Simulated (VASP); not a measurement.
# TiO2 (P4_2nm) in VASP: further runs, part 2 of 2

VASP 6.6.1. The steps go on from the part before.

### Step 3. Single point, PBE (atoms displaced along a vibrational mode, the cell strained)

INCAR reads:

```
SYSTEM = TiO2
PREC = Accurate
ENCUT = 520
EDIFF = 1E-6
ISMEAR = 0
SIGMA = 0.05
LREAL = .FALSE.
LASPH = .TRUE.
NELM = 60
ALGO = Normal
ISIF = 2
LWAVE = .FALSE.
LCHARG = .FALSE.
GGA = PE
NBANDS = 33
```

KPOINTS reads:

```
Automatic mesh
0
G
  6 6 10
  0 0 0
```

POSCAR reads:

```
TiO2
1.0
    4.5273148210      0.0000000000      0.0000000000
    0.0000000000      4.5273148210      0.0000000000
    0.0000000000      0.0000000000      2.8897670966
Ti O
2 4
Direct
    0.0000000000      0.0000000000      0.0196221979
    0.5000000000      0.5000000000      0.5196221979
    0.3050970583      0.3050970583     -0.0293535767
    0.1949029417      0.8050970583      0.4706464233
    0.6949029417      0.6949029417     -0.0293535767
    0.8050970583      0.1949029417      0.4706464233
```

Potentials or basis: VASP PAW PBE potentials, release 64 (Ti_sv, O).

Command:

```console
> cat potpaw_PBE.64/Ti_sv/POTCAR potpaw_PBE.64/O/POTCAR > POTCAR
> mpirun -np 1 vasp_std > vasp.out
```

OUTCAR:

```text
SYSTEM = TiO2
   PREC = Accurate
   ENCUT = 520
   EDIFF = 1E-6
   ISMEAR = 0
   LREAL = .FALSE.
   LASPH = .TRUE.
   NELM = 60
   ISIF = 2
   GGA = PE

 ion  position               nearest neighbor table
   1  0.000  0.000  0.020-   4 1.80   6 1.80   5 1.96   3 1.96   4 2.02   6 2.02
   2  0.500  0.500  0.520-   3 1.80   5 1.80   4 1.96   6 1.96   3 2.02   5 2.02
   3  0.305  0.305  0.971-   2 1.80   1 1.96   2 2.02
   4  0.195  0.805  0.471-   1 1.80   2 1.96   1 2.02
   5  0.695  0.695  0.971-   2 1.80   1 1.96   2 2.02
   6  0.805  0.195  0.471-   1 1.80   2 1.96   1 2.02

  LATTYP: Found a simple tetragonal cell.
 ALAT       =     4.5273148210
 C/A-ratio  =     0.6382960344

  Lattice vectors:

 A1 = (   4.5273148210,   0.0000000000,   0.0000000000)
 A2 = (   0.0000000000,   4.5273148210,   0.0000000000)
 A3 = (   0.0000000000,   0.0000000000,   2.8897670966)

Analysis of symmetry for initial positions (statically):
=====================================================================
 Subroutine PRICEL returns:
 Original cell was already a primitive cell.

 Routine SETGRP: Setting up the symmetry group for a
 simple tetragonal supercell.

 Subroutine GETGRP returns: Found  8 space group operations
 (whereof  4 operations were pure point group operations)
 out of a pool of 16 trial point group operations.

The static configuration has the point symmetry C_2v.
 The point group associated with its full space group is C_4v.

Analysis of symmetry for dynamics (positions and initial velocities):
=====================================================================
 Subroutine PRICEL returns:
 Original cell was already a primitive cell.

 Routine SETGRP: Setting up the symmetry group for a
 simple tetragonal supercell.

 Subroutine GETGRP returns: Found  8 space group operations
 (whereof  4 operations were pure point group operations)
 out of a pool of 16 trial point group operations.

The dynamic configuration has the point symmetry C_2v.
 The point group associated with its full space group is C_4v.

 Subroutine INISYM returns: Found  8 space group operations
 (whereof  4 operations are pure point group operations),
 and found     1 'primitive' translations

----------------------------------------------------------------------------------------

                                     Primitive cell

  volume of cell :      59.2303

  direct lattice vectors                    reciprocal lattice vectors
     4.527314821  0.000000000  0.000000000     0.220881480  0.000000000  0.000000000
     0.000000000  4.527314821  0.000000000     0.000000000  0.220881480  0.000000000
     0.000000000  0.000000000  2.889767097     0.000000000  0.000000000  0.346048649

  length of vectors
     4.527314821  4.527314821  2.889767097     0.220881480  0.220881480  0.346048649

  position of ions in fractional coordinates (direct lattice)
     0.000000000  0.000000000  0.019622198
     0.500000000  0.500000000  0.519622198
     0.305097058  0.305097058  0.970646423
[... 35 lines left out ...]
 ===========================================

 Found     60 irreducible k-points:

 Following reciprocal coordinates:
            Coordinates               Weight
  0.000000  0.000000  0.000000      1.000000
  0.166667  0.000000  0.000000      4.000000
  0.333333  0.000000  0.000000      4.000000
  0.500000  0.000000  0.000000      2.000000
  0.166667  0.166667  0.000000      4.000000
  0.333333  0.166667  0.000000      8.000000
[... 16 lines left out ...]
  0.333333  0.000000  0.200000      8.000000
  0.500000  0.000000  0.200000      4.000000
 [... further k-points ...]
   k-points           NKPTS =     60   k-points in BZ     NKDIM =     60   number of bands    NBANDS=     33
   number of dos      NEDOS =    301   number of ions     NIONS =      6
   total plane-waves  NPLWV =  31104
   dimension x,y,z NGX =    36 NGY =   36 NGZ =   24
   dimension x,y,z NGXF=    72 NGYF=   72 NGZF=   48
   ions per type =               2   4
   NGX,Y,Z   is equivalent  to a cutoff of  13.22, 13.22, 13.81 a.u.
   NGXF,Y,Z  is equivalent  to a cutoff of  26.44, 26.44, 27.61 a.u.
 SYSTEM =  TiO2
   PREC   = accura    normal or accurate (medium, high low for compatibility)
   ISTART =      0    job   : 0-new  1-cont  2-samecut
   ICHARG =      2    charge: 1-file 2-atom 10-const
   ISPIN  =      1    spin polarized calculation?
   LNONCOLLINEAR =      F non collinear calculations
   LSORBIT =      F    spin-orbit coupling
   LASPH  =      T    aspherical Exc in radial PAW
   ENCUT  =  520.0 eV  38.22 Ry    6.18 a.u.   8.42  8.42  5.37*2*pi/ulx,y,z
   NELM   =     60;   NELMIN=  2; NELMDL= -5     # of ELM steps
   EDIFF  = 0.1E-05   stopping-criterion for ELM
   LREAL  =      F    real-space projection
   EDIFFG = 0.1E-04   stopping-criterion for IOM
   NSW    =      0    number of steps for IOM
   IBRION =     -1    ionic relax: 0-MD 1-quasi-New 2-CG
   NFREE  =      0    steps in history (QN), initial steepest desc. (CG)
   ISIF   =      2    stress and relaxation
   ISYM   =      2    0-nonsym 1-usesym 2-fastsym
   POTIM  = 0.5000    time-step for ionic-motion
   TEBEG  =    0.0;   TEEND  =   0.0 temperature during run
   PSTRESS=    0.0 pullay stress
   NELECT =      48.0000    total number of electrons
   NUPDOWN=      -1.0000    fix difference up-down
   EMIN   =  10.00;   EMAX   =-10.00  energy-range for DOS
   EFERMI =   0.00;   METHOD = LEGACY
   ISMEAR =     0;   SIGMA  =   0.05  broadening in eV -4-tet -1-fermi 0-gaus
   EFERMI_NEDOS =   21; number of points for ismear=-14 and -15
   IALGO  =     38    algorithm
   IMIX   =      4    mixing-type and parameters
     AMIX     =   0.40;   BMIX     =  1.00
     AMIX_MAG =   1.60;   BMIX_MAG =  1.00
  volume/ion in A,a.u.               =       9.87        66.62
  Fermi-wavevector in a.u.,A,eV,Ry     =   1.526302  2.884293 31.696106  2.329598
  Thomas-Fermi vector in A             =   2.634354
   LORBIT       =      0    0 simple, 1 ext, 2 COOP (PROOUT), +10 PAW based schemes
   GGA     = PE    functional components
   LHFCALC =     F    Hartree Fock is set to
   AEXX    =    0.0000 exact exchange contribution
   IVDW    =     0    specifies the selected vdW correction
   LEPSILON=     F    determine dielectric tensor
   LRPA    =     F    only Hartree local field effects (RPA)
 non-spin polarized calculation
 Gauss-broadening in eV      SIGMA  =   0.05
  energy-cutoff  :      520.00
  volume of cell :       59.23
 maximum number of plane-waves:      1618
 NGX is ok and might be reduce to    36
   NGX = 17   NGY = 17   NGZ = 11

 number of electron      48.0000010 magnetization

 Free energy of the ion-electron system (eV)
  ---------------------------------------------------
  ext. energy  EPLUGINS =         0.00000000
  ---------------------------------------------------
  free energy    TOTEN  =       -53.26283811 eV

  energy without entropy =      -53.26283811  energy(sigma->0) =      -53.26283811

 E-fermi :   5.6297     XC(G=0): -11.6765

 val. band max:        5.2527812221   @ k =   0.0000   0.0000   0.0000
 cond. band min:       7.5599846510   @ k =   0.5000   0.1667   0.5000
 fundamental gap:      2.3072034289
 Fermi energy:         5.6296871171

 k-point     1 :       0.0000    0.0000    0.0000
  band No.  band energies     occupation
      1     -51.1954      2.00000
      2     -51.1727      2.00000
      3     -27.5975      2.00000
      4     -27.5975      2.00000
      5     -27.3640      2.00000
      6     -27.3640      2.00000
[... 853 lines left out ...]
     32      10.9794      0.00000
     33      12.7414      0.00000

 [... further k-points ...]

------------------------ aborting loop because EDIFF is reached ----------------------------------------

  FORCE on cell =-STRESS in cart. coord.  units (eV):
  Direction    XX          YY          ZZ          XY          YZ          ZX
  --------------------------------------------------------------------------------------
  -------------------------------------------------------------------------------------
  Total        8.1696923      8.1696923     10.9444414      0.0000000      0.0000000      0.0000000
  in kB      220.9897085    220.9897085    296.0465124      0.0000000      0.0000000      0.0000000
  external PRESSURE =     246.0086431 kB  Pullay stress =       0.0000000 kB

 VOLUME and BASIS-vectors are now :
 -----------------------------------------------------------------------------
  energy-cutoff  :      520.00
  volume of cell :       59.23
      direct lattice vectors                 reciprocal lattice vectors
     4.527314821  0.000000000  0.000000000     0.220881480  0.000000000  0.000000000
     0.000000000  4.527314821  0.000000000     0.000000000  0.220881480  0.000000000
     0.000000000  0.000000000  2.889767097     0.000000000  0.000000000  0.346048649

 POSITION                                       TOTAL-FORCE (eV/Angst)
 -----------------------------------------------------------------------------------
      0.00000      0.00000      0.05670         0.000000      0.000000     -0.924961
      2.26366      2.26366      1.50159         0.000000      0.000000     -0.924961
      1.38127      1.38127      2.80494        -0.566345     -0.566345      0.462481
      0.88239      3.64493      1.36006         0.566345     -0.566345      0.462481
      3.14604      3.14604      2.80494         0.566345      0.566345      0.462481
      3.64493      0.88239      1.36006        -0.566345      0.566345      0.462481
 -----------------------------------------------------------------------------------
    total drift:                               -0.000000      0.000000     -0.000342

  FREE ENERGIE OF THE ION-ELECTRON SYSTEM (eV)
  ---------------------------------------------------
  free  energy   TOTEN  =       -53.2628381126 eV

  energy  without entropy=      -53.2628381126  energy(sigma->0) =      -53.26283811
```

OSZICAR:

```text
N       E                     dE             d eps       ncg     rms          rms(c)
DAV:   1     0.664112236800E+03    0.66411E+03   -0.23960E+04  3960   0.174E+03
DAV:   2     0.299904824689E+02   -0.63412E+03   -0.58606E+03  4249   0.522E+02
DAV:   3    -0.645920426503E+02   -0.94583E+02   -0.92720E+02  5326   0.193E+02
DAV:   4    -0.696259419078E+02   -0.50339E+01   -0.50225E+01  5706   0.421E+01
DAV:   5    -0.697972408356E+02   -0.17130E+00   -0.17127E+00  5167   0.676E+00    0.347E+01
DAV:   6    -0.532937833718E+02    0.16503E+02   -0.69451E+01  5287   0.922E+01    0.107E+01
DAV:   7    -0.534239000351E+02   -0.13012E+00   -0.12620E+01  4979   0.324E+01    0.106E+01
DAV:   8    -0.532429919250E+02    0.18091E+00   -0.60645E-01  5071   0.814E+00    0.601E+00
DAV:   9    -0.532985065548E+02   -0.55515E-01   -0.52934E-01  5240   0.739E+00    0.214E+00
DAV:  10    -0.532676915781E+02    0.30815E-01   -0.16742E-01  4906   0.511E+00    0.675E-01
DAV:  11    -0.532628534377E+02    0.48381E-02   -0.20295E-02  5521   0.975E-01    0.860E-02
DAV:  12    -0.532629345994E+02   -0.81162E-04   -0.70655E-04  4915   0.251E-01    0.108E-01
DAV:  13    -0.532628901734E+02    0.44426E-04   -0.55609E-04  4820   0.331E-01    0.618E-02
DAV:  14    -0.532628370460E+02    0.53127E-04   -0.13765E-04  5069   0.124E-01    0.422E-03
DAV:  15    -0.532628379120E+02   -0.86607E-06   -0.10490E-05  4900   0.282E-02    0.783E-03
DAV:  16    -0.532628381126E+02   -0.20059E-06   -0.53502E-07  2608   0.584E-03
   1 F= -.53262838E+02 E0= -.53262838E+02  d E =-.164468E-28
```

stdout:

```text
POSCAR found type information on POSCAR TiO
 POSCAR found :  2 types and       6 ions
 scaLAPACK will be used
 LDA part: xc-table for (Slater+PW92), standard interpolation
 POSCAR, INCAR and KPOINTS ok, starting setup
 FFT: planning ... GRIDC
 FFT: planning ... GRID_SOFT
 FFT: planning ... GRID
 WAVECAR not read
 entering main loop
```

Run time: 45 s. Hardware: 1 thread of Intel Xeon 6975P-C (Granite Rapids), shared host; peak memory 0.23 GiB.

What came out:

```
Free energy            : -53.2628 eV
Pressure               : 24.6 GPa
Largest force          : 0.925 eV/Å
Band gap on the k mesh : 2.31 eV (least direct gap 2.64 eV)
```

Forces on the atoms (eV/Å):
```
Ti   0.000  0.000 -0.925
Ti   0.000  0.000 -0.925
O   -0.566 -0.566  0.462
O    0.566 -0.566  0.462
O    0.566  0.566  0.462
O   -0.566  0.566  0.462
```

Caveat: the cell differs from its parent crystal (atoms displaced along a vibrational mode, the cell strained); the cell stands under pressure.

### Step 4. Single point, PBE (atoms displaced along a vibrational mode, the cell strained)

INCAR reads:

```
ALGO = Normal ; EDIFF = 1E-6
ENCUT = 520 ; GGA = PE
ISIF = 2 ; ISMEAR = 0
LASPH = True ; LCHARG = False
LREAL = False ; LWAVE = False
NBANDS = 33 ; NELM = 80
PREC = Accurate ; SIGMA = 0.05
```

KPOINTS reads:

```
k-points
0
Gamma
  6 6 10
```

Edit POSCAR of step 3 so:

```diff
@@ -2,5 +2,5 @@
 1.0
-    4.5273148210      0.0000000000      0.0000000000
-    0.0000000000      4.5273148210      0.0000000000
-    0.0000000000      0.0000000000      2.8897670966
+    4.5658550395      0.0000000000      0.0000000000
+    0.0000000000      4.5658550395      0.0000000000
+    0.0000000000      0.0000000000      2.9143671652
 Ti O
```

Command:

```console
> cat potpaw_PBE.64/Ti_sv/POTCAR potpaw_PBE.64/O/POTCAR > POTCAR
> mpirun -np 1 vasp_std > vasp.out
```

Wall time 41 s (1 thread of Intel Xeon 6975P-C (Granite Rapids), shared host); peak memory 0.23 GiB.

The run converged. Its results:

| Property | Result |
| --- | --- |
| Free energy | -53.4618 eV |
| Pressure | 16.8 GPa |
| Largest force | 0.702 eV/Å |
| Band gap on the k mesh | 2.24 eV (least direct gap 2.56 eV) |

Forces on the atoms (eV/Å):
```
Ti   0.000  0.000 -0.691
Ti   0.000  0.000 -0.691
O   -0.432 -0.432  0.345
O    0.432 -0.432  0.345
O    0.432  0.432  0.345
O   -0.432  0.432  0.345
```

Stress tensor (GPa, compression positive):
```
15.00  0.00  0.00
 0.00 15.00  0.00
 0.00  0.00 20.41
```

Levels at points of the mesh, in eV from the valence-band top:
| k point | band 21 | band 22 | band 23 | band 24 | band 25 | band 26 | band 27 | band 28 |
| --- | --- | --- | --- | --- | --- | --- | --- | --- |
| (0.00, 0.00, 0.00) | -0.93 | -0.58 | -0.58 | 0.00 | 2.57 | 2.70 | 2.80 | 3.12 |
| (0.50, 0.00, 0.00) | -1.49 | -1.49 | -0.73 | -0.73 | 2.61 | 2.61 | 3.79 | 3.79 |
| (0.50, 0.50, 0.00) | -1.43 | -1.43 | -1.13 | -1.13 | 2.55 | 2.55 | 3.07 | 3.07 |
| (0.00, 0.00, 0.50) | -2.38 | -2.38 | -1.34 | -1.34 | 3.35 | 3.35 | 3.68 | 3.68 |
| (0.50, 0.00, 0.50) | -1.94 | -1.94 | -1.06 | -1.06 | 2.29 | 2.29 | 3.70 | 3.70 |
| (0.50, 0.50, 0.50) | -1.57 | -0.97 | -0.57 | -0.57 | 2.45 | 3.46 | 3.58 | 3.58 |

Caveat: the cell differs from its parent crystal (atoms displaced along a vibrational mode, the cell strained); the cell stands under pressure. A k mesh can miss the band edges.

### Step 5. The runs side by side

```csv
cell,gap on the mesh (eV),pressure (GPa),largest force (eV/Å)
"a = 4.643, b = 4.643, c = 2.964 Å, 6 atoms",2.12,3.5,0.30
"a = 4.527, b = 4.527, c = 2.890 Å, 6 atoms",2.31,24.6,0.92
"a = 4.566, b = 4.566, c = 2.914 Å, 6 atoms",2.24,16.8,0.70
```

Alike in all rows: task single point; level PBE; potentials or basis VASP PAW PBE potentials, release 64 (Ti_sv, O); no spin polarisation; k mesh 6 × 6 × 10; cutoff (eV) 520; smearing gaussian 0.05 eV.

Caveats: the cell stands under pressure.

Absolute energies hang on the potentials; compare differences alone.
